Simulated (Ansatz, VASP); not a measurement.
## H4CN2O in VASP and in Ansatz

The input POSCAR:

```
H4CN2O
1.0
    5.5765592100      0.0000000000      0.0000000000
    0.0000000000      5.5765592100      0.0000000000
    0.0000000000      0.0000000000      4.6710345900
H C N O
8 2 4 2
Direct
    0.2577016800      0.7577016800      0.2811983100
    0.7577016800      0.7422983200      0.7188016900
    0.7422983200      0.2422983200      0.2811983100
    0.2422983200      0.2577016800      0.7188016900
    0.1435360200      0.6435360200      0.9598562300
    0.6435360200      0.8564639800      0.0401437700
    0.8564639800      0.3564639800      0.9598562300
    0.3564639800      0.1435360200      0.0401437700
    0.0000000000      0.5000000000      0.3260573500
    0.5000000000      0.0000000000      0.6739426500
    0.1454359500      0.6454359500      0.1763180500
    0.6454359500      0.8545640500      0.8236819500
    0.8545640500      0.3545640500      0.1763180500
    0.3545640500      0.1454359500      0.8236819500
    0.0000000000      0.5000000000      0.5962003600
    0.5000000000      0.0000000000      0.4037996400
```

The input INCAR.step1:

```
SYSTEM = H4CN2O
  PREC = Accurate
  ENCUT = 520
  EDIFF = 1E-5
  ISMEAR = -1
  SIGMA = 0.02
  LREAL = Auto
  LASPH = .True.
  NELM = 100
  ALGO = Normal
  ISIF = 2
  LWAVE = .True.
  LCHARG = .False.
  GGA = PE
  NBANDS = 38
```

Contents of INCAR.step2:

```
SYSTEM = H4CN2O
  PREC = Accurate
  ENCUT = 520
  EDIFF = 1E-7
  ISMEAR = -1
  SIGMA = 0.02
  LREAL = Auto
  LASPH = .True.
  NELM = 100
  ALGO = Normal
  ISIF = 2
  LWAVE = .False.
  LCHARG = .False.
  GGA = PE
  LHFCALC = .True.
  HFSCREEN = 0.2079
  PRECFOCK = Fast
  ISTART = 1
  NBANDS = 38
```

File KPOINTS:

```
Automatic mesh
0
Gamma
  2 2 4
  0 0 0
```

Input for Ansatz:

```yaml
crystal:
  lattice:
    - [5.57655921, 0.0, 0.0]
    - [0.0, 5.57655921, 0.0]
    - [0.0, 0.0, 4.67103459]
  atoms:
    - { symbol: H, position: [0.25770168, 0.75770168, 0.28119831] }
    - { symbol: H, position: [0.75770168, 0.74229832, 0.71880169] }
    - { symbol: H, position: [0.74229832, 0.24229832, 0.28119831] }
    - { symbol: H, position: [0.24229832, 0.25770168, 0.71880169] }
    - { symbol: H, position: [0.14353602, 0.64353602, 0.95985623] }
    - { symbol: H, position: [0.64353602, 0.85646398, 0.04014377] }
    - { symbol: H, position: [0.85646398, 0.35646398, 0.95985623] }
    - { symbol: H, position: [0.35646398, 0.14353602, 0.04014377] }
    - { symbol: C, position: [0.0, 0.5, 0.32605735] }
    - { symbol: C, position: [0.5, 0.0, 0.67394265] }
    - { symbol: "N", position: [0.14543595, 0.64543595, 0.17631805] }
    - { symbol: "N", position: [0.64543595, 0.85456405, 0.82368195] }
    - { symbol: "N", position: [0.85456405, 0.35456405, 0.17631805] }
    - { symbol: "N", position: [0.35456405, 0.14543595, 0.82368195] }
    - { symbol: O, position: [0.0, 0.5, 0.59620036] }
    - { symbol: O, position: [0.5, 0.0, 0.40379964] }
  symmetry: { tolerance: 0.0003 }
hamiltonian:
  xc: hse06
  pseudopotentials: { kind: paw, azcp: { folder: soft_1 } }
basis:
  ecutwfc: 420
magnetization:
  spin_polarized: false
scf:
  occupations: { method: fermi_dirac, width: 0.02 }
kpoints:
  mp_grid: { grid: [2, 2, 4], shift: [0, 0, 0] }
  band_path:
    path:
      - [0.0, 0.0, 0.0]
      - [0.0, 0.5, 0.0]
      - [0.5, 0.5, 0.0]
      - [0.0, 0.0, 0.0]
      - [0.0, 0.0, 0.5]
      - [0.0, 0.5, 0.5]
      - [0.5, 0.5, 0.5]
      - [0.0, 0.0, 0.5]
      - [0.0, 0.5, 0.0]
      - [0.0, 0.5, 0.5]
      - [0.5, 0.5, 0.0]
    npoints: 1
output:
  forces: true
  stress: true
  eigenvalues: true
  bader: true
  populations: true
  elf: true
  write_potential: true
  write_density: true
  volumetric_format: npy
  dos:
    e_range: [-12, 8]
    de: 0.05
    projected: { site_lists: { C: [C], H: [H], "N": ["N"], O: [O] } }
    method: { smearing: { sigma: 0.1, scheme: gaussian } }
```

Alike in both runs: task single point; functional HSE06; k mesh 2 × 2 × 4; occupations fermi-dirac, width 0.02 eV; no spin polarisation.

|  | VASP | Ansatz |
| --- | --- | --- |
| version | VASP 6.6.1 | Ansatz 0.2.0 |
| potentials or method | VASP PAW PBE potentials, release 64 (H, C, N, O), cutoff 520 eV | PAW plane waves |
| valence electrons in the cell | 48 | 48 |

|  | VASP | Ansatz | Ansatz less VASP |
| --- | --- | --- | --- |
| gap on the k mesh at the Fermi level (eV) | 6.59 | 6.58 | -0.011 |
| pressure (GPa) | -0.1 | -0.5 | -0.32 |
| traceless stress, the component that is largest in VASP (GPa) | -0.11 | -0.92 | -0.807 |
| rms of the force components (eV/Å) | 0.080 | 0.116 | +0.0363 |

Atom by atom the forces differ by 0.114 eV/Å (rms over components). With one functional, cell and mesh, what is left measures potentials, basis and numerics. Ansatz's warnings: stress exchange threshold loose, stress scf threshold loose.

The k mesh is coarse, so the values compare programs but aren't converged.
